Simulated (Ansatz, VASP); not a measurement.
**InP in VASP and in Ansatz**

```
CELL_PARAMETERS angstrom
-0.05710 2.82645 2.82645
2.82645 -0.05710 2.82645
2.82645 2.82645 -0.05710
ATOMIC_POSITIONS crystal
In 0.00000 0.00000 0.00000
P 0.50000 0.50000 0.50000
```

Change from the starting cell: equal xy, yz and zx shear strains of -2 %.

Alike in both runs: task single point; functional PBE; k mesh 11 × 11 × 11; occupations fermi-dirac, width 0.03 eV; no spin polarisation.

|  | VASP | Ansatz |
| --- | --- | --- |
| version | VASP 6.6.1 | Ansatz 0.2.0 |
| potentials or method | VASP PAW PBE potentials, release 64 (In_d, P), cutoff 520 eV | all-electron LAPW, scalar-relativistic |

```csv
,VASP,Ansatz,Ansatz less VASP
pressure (GPa),-5.4,-5.3,+0.05
"traceless stress, the component that is largest in VASP (GPa)",0.55,0.55,0.000
```

Ansatz ran all-electron here, and VASP with PAW potentials.
